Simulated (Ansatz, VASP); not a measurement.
# Mg: VASP beside Ansatz

File POSCAR:

```
Mg
1.0
   -1.7784587581      1.7784587581      1.7784587581
    1.7784587581     -1.7784587581      1.7784587581
    1.7784587581      1.7784587581     -1.7784587581
Mg
1
Direct
    0.0000000000      0.0000000000      0.0000000000
```

The input INCAR.step1:

```
SYSTEM = Mg
PREC     = Accurate       ! precision mode
ENCUT    = 520            ! plane-wave cutoff, eV
ISMEAR   = -1             ! smearing method
SIGMA    = 0.1            ! smearing width, eV
LREAL    = .FALSE.        ! projectors in reciprocal space
LASPH    = .TRUE.         ! aspherical terms in the spheres
NELM     = 80             ! most SCF steps
NBANDS   = 7              ! bands
GGA      = PE             ! functional
ALGO     = Normal         ! electronic algorithm
EDIFF    = 1E-4           ! SCF threshold, eV
LWAVE    = .TRUE.         ! write WAVECAR
LCHARG   = .FALSE.        ! write CHGCAR
```

Contents of INCAR.step2:

```
SYSTEM = Mg
PREC     = Accurate       ! precision mode
ENCUT    = 520            ! plane-wave cutoff, eV
EDIFF    = 1E-7           ! SCF threshold, eV
ISMEAR   = -1             ! smearing method
SIGMA    = 0.1            ! smearing width, eV
LREAL    = .FALSE.        ! projectors in reciprocal space
LASPH    = .TRUE.         ! aspherical terms in the spheres
NELM     = 80             ! most SCF steps
ALGO     = Normal         ! electronic algorithm
ISIF     = 2              ! what is computed and relaxed
LWAVE    = .FALSE.        ! write WAVECAR
LCHARG   = .FALSE.        ! write CHGCAR
METAGGA  = R2SCAN         ! meta-GGA
LMIXTAU  = .TRUE.       
NBANDS   = 7              ! bands
ISTART   = 1
```

Contents of KPOINTS:

```
Automatic mesh
0
G
  14 14 14
  0 0 0
```

Input for Ansatz:

```yaml
crystal:
  lattice:
    - [-1.7784587581, 1.7784587581, 1.7784587581]
    - [1.7784587581, -1.7784587581, 1.7784587581]
    - [1.7784587581, 1.7784587581, -1.7784587581]
  atoms:
    - { symbol: Mg, position: [0.0, 0.0, 0.0] }
hamiltonian:
  xc: r2scan
  pseudopotentials:
    kind: paw
    azcp:
      Mg: "pseudopotentials/Mg.paw.azcp"
basis:
  ecutwfc: 500
  fft_grid_basis: typed
kpoints:
  mp_grid: { grid: [14, 14, 14], shift: [0, 0, 0] }
magnetization:
  spin_polarized: false
scf:
  occupations: { method: fermi_dirac, width: 0.1 }
  lower_state_search: "off"
output:
  stress: true
```

Alike in both runs: task single point; functional r2SCAN; k mesh 14 × 14 × 14; occupations fermi-dirac, width 0.1 eV; no spin polarisation.

|  | VASP | Ansatz |
| --- | --- | --- |
| version | VASP 6.6.1 | Ansatz 0.2.0 |
| potentials or method | VASP PAW PBE potentials, release 64 (Mg), cutoff 520 eV | plane waves (500 eV) with PAW, scalar-relativistic |
| valence electrons in the cell | 2 | 10 |

```csv
,VASP,Ansatz,Ansatz less VASP
pressure (GPa),-0.2,0.1,+0.27
```

VASP's potentials were made for PBE, not for r2SCAN. The functional is the same, so the differences come from potentials, cutoffs and numerics. VASP's potentials hold 2 valence electrons a cell and Ansatz's 10, so a difference there can come from the potentials and not from the codes.
